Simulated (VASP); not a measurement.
Input of a VASP 6.6.1 run:

The input INCAR:

```
SYSTEM = Ru
ALGO = Normal ; EDIFF = 1E-6
EDIFFG = -0.02 ; ENCUT = 520
GGA = PE ; IBRION = 2
ISIF = 2 ; ISMEAR = -1
LASPH = .TRUE. ; LCHARG = .FALSE.
LREAL = .FALSE. ; LWAVE = .FALSE.
NELM = 100 ; NSW = 80
PREC = Accurate ; SIGMA = 0.05
```

KPOINTS

```
k-points
0
G
  20 20 11
  0 0 0
```

POSCAR

```
Ru
1.0
    2.7058000000      0.0000000000      0.0000000000
   -1.3529000000      2.3432915376      0.0000000000
    0.0000000000      0.0000000000      4.1534430000
Ru
2
Direct
    0.3333333333      0.6666666667      0.2500000000
    0.6666666667      0.3333333333      0.7500000000
```

Potentials or basis: VASP PAW PBE potentials, release 64 (Ru_pv).

Command:

```console
$ cat potpaw_PBE.64/Ru_pv/POTCAR > POTCAR
$ mpirun -np 1 vasp_std > vasp.out
```

(1) What does it give for the band gap on the k mesh?

Results:

(1) zero (band 14 reaches 14.96 eV, above the bottom of band 15 at 11.65 eV).

Caveat: the cell differs from its parent crystal (z stretched by -3 %); the relaxation stopped at its first step, so nothing moved.
